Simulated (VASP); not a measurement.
The system is Ta.

```xyz
1
Lattice="-1.6529 1.6529 1.6529 1.6529 -1.6529 1.6529 1.6529 1.6529 -1.6529" Properties=species:S:1:pos:R:3 pbc="T T T"
Ta    0.0000    0.0000    0.0000
```

| Property | Result |
| --- | --- |
| Program | VASP 6.6.1 |
| Task | relaxation of cell and atoms |
| Functional | LDA |
| Potentials or basis | VASP PAW LDA potentials, release 64 (Ta_sv_GW) |
| Cutoff | 500 eV |
| k mesh | 13 × 13 × 13 |
| Occupations | fermi-dirac, width 0.1 eV |
| Spin | no spin polarisation |

At the start: pressure -9.7 GPa; volume 18.06 Å³/atom.

Question: How do energy, volume and symmetry change on relaxing?

Answer: Over 4 steps the energy falls by 26.7 meV/atom and the volume is 17.22 Å³/atom (-4.7 %); space group Im-3m (No. 229, to 0.1 Å) before and after.

Step by step:
```csv
step,energy change (eV),largest force (eV/Å),pressure (GPa),volume (Å³)
1,0.0000,0.0000,-9.71,18.06
2,0.1368,0.0000,30.70,15.35
3,-0.0266,0.0000,-0.42,17.25
4,-0.0267,0.0000,-0.04,17.22
```

Final structure:
```yaml
crystal:
  lattice:
    - [-1.62670, 1.62670, 1.62670]
    - [1.62670, -1.62670, 1.62670]
    - [1.62670, 1.62670, -1.62670]
  atoms:
    - { symbol: Ta, position: [0.00000, 0.00000, 0.00000] }
```
